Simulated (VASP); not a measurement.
Set up this calculation in VASP 6.6.1, as the native input.

- Task: single point
- Functional: PBE
- Potentials or basis: VASP PAW PBE potentials, release 64 (B, N)
- Cutoff: 520 eV
- k mesh: 6 × 6 × 4
- Occupations: gaussian, width 0.01 eV
- Spin: no spin polarisation
- Dipole correction: no
- Further INCAR settings: ALGO = Normal; EDIFF = 1e-06; NBANDS = 16

The structure of BN lies in POSCAR:

```
BN
1.0
    2.5439499996      0.0000000000      0.0000000000
   -1.2719749998      2.2031253256      0.0000000000
    0.0000000000      0.0000000000      4.3761279552
B N
2 2
Direct
    0.3333333333      0.6666666667     -0.0009744027
    0.6666666667      0.3333333333      0.4990255973
    0.3333333333      0.6666666667      0.3759744027
    0.6666666667      0.3333333333      0.8759744027
```

This cell differs from its parent crystal: uniaxial z strain +4.0%.

The input as run:

INCAR

```
  ALGO = Normal
  EDIFF = 1E-6
  ENCUT = 520
  GGA = PE
  ISIF = 2
  ISMEAR = 0
  LASPH = T
  LCHARG = T
  LELF = T
  LREAL = F
  LVHAR = T
  LWAVE = F
  NBANDS = 16
  NELM = 100
  PREC = Accurate
  SIGMA = 0.01
```

KPOINTS

```
k-points
0
Gamma
  6 6 4
```

Potentials or basis: VASP PAW PBE potentials, release 64 (B, N).

Command:

```bash
$ cat potpaw_PBE.64/B/POTCAR potpaw_PBE.64/N/POTCAR > POTCAR
$ mpirun -np 1 vasp_std > vasp.out
```

Results of the run:

```
Pressure               : -8.4 GPa
Largest force          : 0.065 eV/Å
Band gap on the k mesh : 5.27 eV, indirect (least direct gap 7.08 eV)
```

Caveat: the k points lie up to 0.48 Å⁻¹ apart; the cell differs from its parent crystal (uniaxial z strain +4.0%).

It took 24 s on 1 thread of AMD EPYC 7R13, with other jobs on the host, peak memory 0.1 GiB.
